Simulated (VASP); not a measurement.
# TiSi2 (Fddd) in VASP: further runs

Runs on TiSi2. Level: PBEsol. Tasks: single point.

All numbers are computed with VASP 6.6.1; they aren't measurements. Logs are shortened: lines on timing, memory, paths and dates and some standing lists are left out, and cuts for length are marked.

**1. The cell of the first run**

Symmetry: Fddd, No. 70, orthorhombic system. The conventional cell has a = 4.389 Å, b = 7.463 Å, c = 7.952 Å, α = 90.00°, β = 90.00°, γ = 90.00°. Ti (site symmetry 222) has 10 Si at 2.36 to 2.52 Å and 4 Ti at 2.94 Å within 3.1 Å. Within 3.1 Å of Si (site symmetry 2) lie 9 Si at 2.35 to 2.94 Å and 5 Ti at 2.36 to 2.52 Å.

**2. Single point, PBEsol**

INCAR

```
ALGO = Normal
EDIFF = 1E-7
ENCUT = 520
GGA = PS
ISIF = 2
ISMEAR = 0
LASPH = True
LCHARG = False
LREAL = False
LWAVE = False
NBANDS = 29
NELM = 60
PREC = Accurate
SIGMA = 0.1
```

KPOINTS

```
k-points
0
Gamma
  10 10 10
```

POSCAR

```
TiSi2
1.0
    0.0000000000      3.7315695053      3.9760841438
    2.1943616048      0.0000000000      3.9760841438
    2.1943616048      3.7315695053      0.0000000000
Ti Si
2 4
Direct
    0.7500000000      0.7500000000      0.7500000000
    0.5000000000      0.5000000000      0.5000000000
    0.0851781049      0.4148218951      0.0851781049
    0.4148218951      0.0851781049      0.4148218951
    0.1648218951      0.8351781049      0.1648218951
    0.8351781049      0.1648218951      0.8351781049
```

Potentials or basis: VASP PAW PBE potentials, release 64 (Ti_sv, Si).

Launch:

```console
> cat potpaw_PBE.64/Ti_sv/POTCAR potpaw_PBE.64/Si/POTCAR > POTCAR
> mpirun -np 1 vasp_std > vasp.out
```

OUTCAR:

```text
EDIFF = 1E-7
   ENCUT = 520
   GGA = PS
   ISIF = 2
   ISMEAR = 0
   LASPH = True
   LREAL = False
   NELM = 60
   PREC = Accurate

 ion  position               nearest neighbor table
   1  0.750  0.750  0.750-   6 2.36   5 2.36   6 2.36   5 2.36   3 2.50   4 2.50   4 2.52   4 2.52
                             3 2.52   3 2.52
   2  0.500  0.500  0.500-   3 2.36   4 2.36   3 2.36   4 2.36   5 2.50   6 2.50   5 2.52   5 2.52
                             6 2.52   6 2.52
   3  0.085  0.415  0.085-   5 2.35   5 2.35   2 2.36   2 2.36   4 2.46   1 2.50   1 2.52   1 2.52
                             4 2.54   4 2.54   6 2.94   6 2.94   6 2.94   6 2.94
   4  0.415  0.085  0.415-   6 2.35   6 2.35   2 2.36   2 2.36   3 2.46   1 2.50   1 2.52   1 2.52
                             3 2.54   3 2.54   5 2.94   5 2.94   5 2.94   5 2.94
   5  0.165  0.835  0.165-   3 2.35   3 2.35   1 2.36   1 2.36   6 2.46   2 2.50   2 2.52   2 2.52
                             6 2.54   6 2.54   4 2.94   4 2.94   4 2.94   4 2.94
   6  0.835  0.165  0.835-   4 2.35   4 2.35   1 2.36   1 2.36   5 2.46   2 2.50   2 2.52   2 2.52
                             5 2.54   5 2.54   3 2.94   3 2.94   3 2.94   3 2.94

  LATTYP: Found a face centered orthorhombic cell.
 ALAT       =     4.3887232096
 B/A-ratio  =     1.7005262474
 C/A-ratio  =     1.8119548460

  Lattice vectors:

 A1 = (   0.0000000000,   3.7315695053,   3.9760841438)
 A2 = (   2.1943616048,   0.0000000000,   3.9760841438)
 A3 = (   2.1943616048,   3.7315695053,   0.0000000000)

Analysis of symmetry for initial positions (statically):
=====================================================================
 Subroutine PRICEL returns:
 Original cell was already a primitive cell.

 Routine SETGRP: Setting up the symmetry group for a
 face centered orthorhombic supercell.

 Subroutine GETGRP returns: Found  8 space group operations
 (whereof  4 operations were pure point group operations)
 out of a pool of  8 trial point group operations.

The static configuration has the point symmetry D_2 .
 The point group associated with its full space group is D_2h.

Analysis of symmetry for dynamics (positions and initial velocities):
=====================================================================
 Subroutine PRICEL returns:
 Original cell was already a primitive cell.

 Routine SETGRP: Setting up the symmetry group for a
 face centered orthorhombic supercell.

 Subroutine GETGRP returns: Found  8 space group operations
 (whereof  4 operations were pure point group operations)
 out of a pool of  8 trial point group operations.

The dynamic configuration has the point symmetry D_2 .
 The point group associated with its full space group is D_2h.

 Subroutine INISYM returns: Found  8 space group operations
 (whereof  4 operations are pure point group operations),
 and found     1 'primitive' translations

----------------------------------------------------------------------------------------

                                     Primitive cell

  volume of cell :      65.1156

  direct lattice vectors                    reciprocal lattice vectors
     0.000000000  3.731569505  3.976084144    -0.227856703  0.133991876  0.125751866
     2.194361605  0.000000000  3.976084144     0.227856703 -0.133991876  0.125751866
     2.194361605  3.731569505  0.000000000     0.227856703  0.133991876 -0.125751866

  length of vectors
     5.452875947  4.541416956  4.328952971     0.292721765  0.292721765  0.292721765

  position of ions in fractional coordinates (direct lattice)
     0.750000000  0.750000000  0.750000000
     0.500000000  0.500000000  0.500000000
     0.085178105  0.414821895  0.085178105
     0.414821895  0.085178105  0.414821895
     0.164821895  0.835178105  0.164821895
     0.835178105  0.164821895  0.835178105

  ion indices of the primitive-cell ions
   primitive index   ion index
                 1           1
                 2           2
                 3           3
                 4           4
                 5           5
                 6           6

----------------------------------------------------------------------------------------

 KPOINTS: k-points

Automatic generation of k-mesh.
 Grid dimensions read from file:
 generate k-points for:   10   10   10

 Generating k-lattice:

  Cartesian coordinates                     Fractional coordinates (reciprocal lattice)
    -0.022785670  0.013399188  0.012575187     0.100000000  0.000000000 -0.000000000
     0.022785670 -0.013399188  0.012575187     0.000000000  0.100000000  0.000000000
     0.022785670  0.013399188 -0.012575187    -0.000000000 -0.000000000  0.100000000

  Length of vectors
     0.029272177  0.029272177  0.029272177

  Shift w.r.t. Gamma in fractional coordinates (k-lattice)
     0.000000000  0.000000000  0.000000000

 Subroutine IBZKPT returns following result:
 ===========================================

 Found    171 irreducible k-points:

[... 40 lines left out ...]
   PSTRESS=    0.0 pullay stress
   NELECT =      40.0000    total number of electrons
   NUPDOWN=      -1.0000    fix difference up-down
   EMIN   =  10.00;   EMAX   =-10.00  energy-range for DOS
   EFERMI =   0.00;   METHOD = LEGACY
   ISMEAR =     0;   SIGMA  =   0.10  broadening in eV -4-tet -1-fermi 0-gaus
   EFERMI_NEDOS =   21; number of points for ismear=-14 and -15
   IALGO  =     38    algorithm
   IMIX   =      4    mixing-type and parameters
     AMIX     =   0.40;   BMIX     =  1.00
     AMIX_MAG =   1.60;   BMIX_MAG =  1.00
  volume/ion in A,a.u.               =      10.85        73.24
  Fermi-wavevector in a.u.,A,eV,Ry     =   1.391660  2.629856 26.350632  1.936717
  Thomas-Fermi vector in A             =   2.515477
   LORBIT       =      0    0 simple, 1 ext, 2 COOP (PROOUT), +10 PAW based schemes
   GGA     = PS    functional components
   LHFCALC =     F    Hartree Fock is set to
   AEXX    =    0.0000 exact exchange contribution
   IVDW    =     0    specifies the selected vdW correction
   LEPSILON=     F    determine dielectric tensor
   LRPA    =     F    only Hartree local field effects (RPA)
 non-spin polarized calculation
 Gauss-broadening in eV      SIGMA  =   0.10
  energy-cutoff  :      520.00
  volume of cell :       65.12
 maximum number of plane-waves:      1776
 NGX is ok and might be reduce to    42
   NGX = 21   NGY = 17   NGZ = 17

 number of electron      40.0000002 magnetization

 Free energy of the ion-electron system (eV)
  ---------------------------------------------------
  ext. energy  EPLUGINS =         0.00000000
  ---------------------------------------------------
  free energy    TOTEN  =       -40.98154271 eV

  energy without entropy =      -40.97248092  energy(sigma->0) =      -40.97701182

 E-fermi :  13.4328     XC(G=0): -12.9962

 val. band max:       13.4323444644   @ k =   0.2000  -0.2000   0.1000
 cond. band min:      13.4583632917   @ k =   0.5000   0.2000   0.1000
 fundamental gap:      0.0260188273
 Fermi energy:        13.4328080072

 k-point     1 :       0.0000    0.0000    0.0000
  band No.  band energies     occupation
      1     -41.7138      2.00000
      2     -41.6222      2.00000
      3     -18.4640      2.00000
      4     -18.3444      2.00000
      5     -18.2283      2.00000
      6     -18.1969      2.00000
[... 21 lines left out ...]
     28      18.7700      0.00000
     29      18.9287      0.00000

 k-point     2 :       0.1000   -0.0000    0.0000
  band No.  band energies     occupation
      1     -41.7120      2.00000
      2     -41.6239      2.00000
      3     -18.4622      2.00000
      4     -18.3464      2.00000
      5     -18.2341      2.00000
      6     -18.1973      2.00000
[... 21 lines left out ...]
     28      18.4523      0.00000
     29      19.0389      0.00000

 k-point     3 :       0.2000   -0.0000    0.0000
  band No.  band energies     occupation
      1     -41.7070      2.00000
      2     -41.6285      2.00000
      3     -18.4584      2.00000
      4     -18.3515      2.00000
      5     -18.2507      2.00000
      6     -18.1960      2.00000
[... 638 lines left out ...]
      5     -18.2769      2.00000
      6     -18.2140      2.00000
[... 21 lines left out ...]
     28      18.5045      0.00000
     29      19.2543      0.00000

 k-point    24 :       0.4000    0.3000    0.0000
  band No.  band energies     occupation
      1     -41.6879      2.00000
      2     -41.6473      2.00000
      3     -18.3966      2.00000
      4     -18.3374      2.00000
      5     -18.2971      2.00000
      6     -18.2278      2.00000
[... 21 lines left out ...]
     28      18.8001      0.00000
     29      18.9747      0.00000

 [... further k-points ...]

------------------------ aborting loop because EDIFF is reached ----------------------------------------

  FORCE on cell =-STRESS in cart. coord.  units (eV):
  Direction    XX          YY          ZZ          XY          YZ          ZX
  --------------------------------------------------------------------------------------
  -------------------------------------------------------------------------------------
  Total       24.4327973     24.4185207     24.4638742      0.0000000      0.0000000      0.0000000
  in kB      601.1716350    600.8203565    601.9362848      0.0000000      0.0000000      0.0000000
  external PRESSURE =     601.3094254 kB  Pullay stress =       0.0000000 kB

 VOLUME and BASIS-vectors are now :
 -----------------------------------------------------------------------------
  energy-cutoff  :      520.00
  volume of cell :       65.12
      direct lattice vectors                 reciprocal lattice vectors
     0.000000000  3.731569505  3.976084144    -0.227856703  0.133991876  0.125751866
     2.194361605  0.000000000  3.976084144     0.227856703 -0.133991876  0.125751866
     2.194361605  3.731569505  0.000000000     0.227856703  0.133991876 -0.125751866

 POSITION                                       TOTAL-FORCE (eV/Angst)
 -----------------------------------------------------------------------------------
      3.29154      5.59735      5.96413        -0.000000      0.000000     -0.000000
      2.19436      3.73157      3.97608         0.000000      0.000000      0.000000
      1.09718      0.63570      1.98804         0.000000     -0.008897     -0.000000
      1.09718      3.09587      1.98804         0.000000      0.008897     -0.000000
      2.19436      1.23009      3.97608         0.000000      0.008897      0.000000
      2.19436      6.23305      3.97608         0.000000     -0.008897      0.000000
 -----------------------------------------------------------------------------------
    total drift:                               -0.000000     -0.000000      0.000000

  FREE ENERGIE OF THE ION-ELECTRON SYSTEM (eV)
  ---------------------------------------------------
  free  energy   TOTEN  =       -40.9815427143 eV

  energy  without entropy=      -40.9724809168  energy(sigma->0) =      -40.97701182
```

Wall time 3.4 min (1 thread of Intel Xeon 6975P-C (Granite Rapids), shared host); peak memory 0.4 GiB.

Results:

```yaml
Free_energy: -40.9815 eV
Pressure: 60.1 GPa
Largest_force: 0.009 eV/Å
Band_gap_on_the_k_mesh: zero (bands 20 and 21 overlap by 2.31 eV)
```

Forces on the atoms (eV/Å):
```
Ti   0.000  0.000  0.000
Ti   0.000  0.000  0.000
Si   0.000 -0.009  0.000
Si   0.000  0.009  0.000
Si   0.000  0.009  0.000
Si   0.000 -0.009  0.000
```

Caveat: the cell stands under pressure; the PAW data sets were made with another functional, which shifts forces and pressure a little.

**3. Single point, PBEsol**

This run uses another cell than the first one, of 11.92 Å³/atom.

INCAR

```
SYSTEM = TiSi2
ALGO = Normal
EDIFF = 1E-6
ENCUT = 520
GGA = PS
ISIF = 2
ISMEAR = 0
LASPH = .True.
LCHARG = .False.
LREAL = .False.
LWAVE = .False.
NBANDS = 29
NELM = 60
PREC = Accurate
SIGMA = 0.1
```

KPOINTS

```
k-points
0
Gamma
  10 10 10
  0 0 0
```

POSCAR

```
TiSi2
1.0
    0.0000000000      3.8665351663      4.0845992774
    2.2648417006      0.0000000000      4.0845992774
    2.2648417006      3.8665351663      0.0000000000
Ti Si
2 4
Direct
    0.7500000000      0.7500000000      0.7500000000
    0.5000000000      0.5000000000      0.5000000000
    0.0855432259      0.4144567741      0.0855432259
    0.4144567741      0.0855432259      0.4144567741
    0.1644567741      0.8355432259      0.1644567741
    0.8355432259      0.1644567741      0.8355432259
```

Potentials or basis: VASP PAW PBE potentials, release 64 (Ti_sv, Si).

Launch:

```console
> cat potpaw_PBE.64/Ti_sv/POTCAR potpaw_PBE.64/Si/POTCAR > POTCAR
> mpirun -np 1 vasp_std > vasp.out
```

Wall time 4.2 min (1 thread of Intel Xeon 6975P-C (Granite Rapids), shared host); peak memory 0.43 GiB.

Results (log left out):

| Item | Value |
| --- | --- |
| Free energy | -42.7497 eV |
| Pressure | 30.1 GPa |
| Largest force | 0.005 eV/Å |
| Band gap on the k mesh | zero (bands 20 and 21 overlap by 2.19 eV) |

Forces on the atoms (eV/Å):
```
Ti   0.000  0.000  0.000
Ti   0.000  0.000  0.000
Si   0.000 -0.005  0.000
Si   0.000  0.005  0.000
Si   0.000  0.005  0.000
Si   0.000 -0.005  0.000
```

Stress tensor (GPa, compression positive):
```
30.18  0.00  0.00
 0.00 30.07  0.00
 0.00  0.00 30.19
```

Levels at points of the mesh, in eV from the Fermi level:
```csv
k point,band 16,band 17,band 18,band 19,band 20,band 21,band 22,band 23,band 24,band 25
"(0.00, 0.00, 0.00)",-2.74,-2.62,-1.92,-1.73,-1.36,-1.11,2.44,3.72,3.97,4.14
"(0.50, 0.00, 0.00)",-2.55,-2.25,-1.24,-0.12,0.15,1.25,1.67,2.04,2.73,3.34
"(0.50, 0.50, 0.00)",-3.32,-1.54,-1.54,-1.18,-1.18,0.76,0.76,3.85,3.85,4.12
"(0.50, 0.00, 0.50)",-2.64,-2.48,-2.48,-0.95,-0.95,1.54,1.54,4.15,4.15,4.20
"(0.00, 0.50, 0.50)",-1.42,-1.27,-1.27,-0.66,-0.66,0.93,0.93,2.86,2.86,4.08
```

Caveat: the cell stands under pressure; the PAW data sets were made with another functional, which shifts forces and pressure a little.

**4. Single point, PBEsol**

This run uses another cell than the first one, of 12.69 Å³/atom.

INCAR

```
ALGO     = Normal         # electronic algorithm
EDIFF    = 1E-6           # SCF threshold, eV
ENCUT    = 520            # plane-wave cutoff, eV
GGA      = PS             # functional
ISIF     = 2              # what is computed and relaxed
ISMEAR   = 0              # smearing method
LASPH    = T              # aspherical terms in the spheres
LCHARG   = T              # write CHGCAR
LELF     = T              # ELF
LREAL    = F              # projectors in reciprocal space
LVHAR    = T            
LWAVE    = F              # write WAVECAR
NBANDS   = 29             # bands
NELM     = 100            # most SCF steps
PREC     = Accurate       # precision mode
SIGMA    = 0.1            # smearing width, eV
```

KPOINTS

```
k-points
0
Gamma
  10 10 10
```

POSCAR

```
TiSi2
1.0
    0.0000000000      3.9602890249      4.1556694800
    2.3136086000      0.0000000000      4.1556694800
    2.3136086000      3.9602890249      0.0000000000
Ti Si
2 4
Direct
    0.7500000000      0.7500000000      0.7500000000
    0.5000000000      0.5000000000      0.5000000000
    0.0858015283      0.4141984717      0.0858015283
    0.4141984717      0.0858015283      0.4141984717
    0.1641984717      0.8358015283      0.1641984717
    0.8358015283      0.1641984717      0.8358015283
```

Launch:

```console
> cat potpaw_PBE.64/Ti_sv/POTCAR potpaw_PBE.64/Si/POTCAR > POTCAR
> mpirun -np 1 vasp_std > vasp.out
```

It took 3.4 min on 1 thread of Intel Xeon 6975P-C (Granite Rapids), shared host; peak memory 0.45 GiB.

Results (log left out):

```
Free energy            : -43.3918 eV
Pressure               : 15.2 GPa
Band gap on the k mesh : zero (bands 20 and 21 overlap by 2.06 eV)
```

Forces on the atoms (eV/Å):
```
Ti   0.000  0.000  0.000
Ti   0.000  0.000  0.000
Si   0.000 -0.002  0.000
Si   0.000  0.002  0.000
Si   0.000  0.002  0.000
Si   0.000 -0.002  0.000
```

Stress tensor (GPa, compression positive):
```
15.18  0.00  0.00
 0.00 15.11  0.00
 0.00  0.00 15.20
```

Levels at points of the mesh, in eV from the Fermi level:
```
           k point  band 16  band 17  band 18  band 19  band 20  band 21  band 22  band 23  band 24  band 25
(0.00, 0.00, 0.00)    -2.67    -2.48    -1.97    -1.75    -1.39    -1.03     2.29     3.51     3.71     3.98
(0.50, 0.00, 0.00)    -2.53    -2.13    -1.17    -0.08     0.15     1.16     1.54     1.91     2.54     3.06
(0.50, 0.50, 0.00)    -3.18    -1.55    -1.55    -1.11    -1.11     0.76     0.76     3.63     3.63     3.88
(0.50, 0.00, 0.50)    -2.54    -2.45    -2.45    -0.91    -0.91     1.44     1.44     3.81     3.81     3.87
(0.00, 0.50, 0.50)    -1.35    -1.23    -1.23    -0.65    -0.65     0.90     0.90     2.63     2.63     3.68
```

Caveat: the cell stands under pressure; the PAW data sets were made with another functional, which shifts forces and pressure a little.

**5. Single point, PBEsol**

This run uses another cell than the first one, of 13.15 Å³/atom.

INCAR

```
  ALGO = Normal
  EDIFF = 1E-6
  ENCUT = 520
  GGA = PS
  ISIF = 2
  ISMEAR = 0
  LASPH = True
  LCHARG = True
  LELF = True
  LREAL = False
  LVHAR = True
  LWAVE = False
  NBANDS = 29
  NELM = 100
  PREC = Accurate
  SIGMA = 0.1
```

KPOINTS is that of step 4.

POSCAR

```
TiSi2
1.0
    0.0000000000      4.0149468213      4.1952610810
    2.3417500782      0.0000000000      4.1952610810
    2.3417500782      4.0149468213      0.0000000000
Ti Si
2 4
Direct
    0.7500000000      0.7500000000      0.7500000000
    0.5000000000      0.5000000000      0.5000000000
    0.0859580503      0.4140419497      0.0859580503
    0.4140419497      0.0859580503      0.4140419497
    0.1640419497      0.8359580503      0.1640419497
    0.8359580503      0.1640419497      0.8359580503
```

Launch:

```console
> cat potpaw_PBE.64/Ti_sv/POTCAR potpaw_PBE.64/Si/POTCAR > POTCAR
> mpirun -np 1 vasp_std > vasp.out
```

Run time: 3.4 min. Hardware: 1 thread of Intel Xeon 6975P-C (Granite Rapids), shared host; peak memory 0.45 GiB.

Results (log left out):

* Free energy: -43.5892 eV
* Pressure: 8.2 GPa
* Band gap on the k mesh: zero (bands 20 and 21 overlap by 1.99 eV)

Stress tensor (GPa, compression positive):
```
8.19 0.00 0.00
0.00 8.12 0.00
0.00 0.00 8.21
```

Levels at points of the mesh, in eV from the Fermi level:
| k point | band 17 | band 18 | band 19 | band 20 | band 21 | band 22 | band 23 | band 24 |
| --- | --- | --- | --- | --- | --- | --- | --- | --- |
| (0.00, 0.00, 0.00) | -2.40 | -1.99 | -1.76 | -1.39 | -0.99 | 2.20 | 3.38 | 3.59 |
| (0.50, 0.00, 0.00) | -2.06 | -1.13 | -0.06 | 0.15 | 1.11 | 1.48 | 1.84 | 2.43 |
| (0.50, 0.50, 0.00) | -1.55 | -1.55 | -1.07 | -1.07 | 0.76 | 0.76 | 3.49 | 3.49 |
| (0.50, 0.00, 0.50) | -2.42 | -2.42 | -0.89 | -0.89 | 1.39 | 1.39 | 3.62 | 3.62 |
| (0.00, 0.50, 0.50) | -1.20 | -1.20 | -0.65 | -0.65 | 0.89 | 0.89 | 2.50 | 2.50 |

Caveat: the cell stands under pressure; the PAW data sets were made with another functional, which shifts forces and pressure a little.

**6. Summary**

```csv
cell,gap on the mesh (eV),pressure (GPa)
"a = 5.453, b = 4.541, c = 4.329 Å, angles 75.8, 53.9, 50.3°, 6 atoms, atomic positions A",none,60.1
"a = 5.624, b = 4.670, c = 4.481 Å, angles 75.8, 53.6, 50.6°, 6 atoms, atomic positions B",none,30.1
"a = 5.741, b = 4.756, c = 4.587 Å, angles 75.8, 53.4, 50.8°, 6 atoms, atomic positions C",none,15.2
"a = 5.807, b = 4.805, c = 4.648 Å, angles 75.8, 53.3, 50.9°, 6 atoms, atomic positions D",none,8.2
```

Alike in all rows: task single point; level PBEsol; potentials or basis VASP PAW PBE potentials, release 64 (Ti_sv, Si); no spin polarisation; k mesh 10 × 10 × 10; cutoff (eV) 520; smearing gaussian 0.1 eV.

Caveats: the cell stands under pressure; the PAW data sets were made with another functional, which shifts forces and pressure a little.

Total energies depend on the potentials used, so only differences within one code and one set of settings carry meaning.

The gap in the log of VASP goes by the Fermi energy; the results here count the filled bands.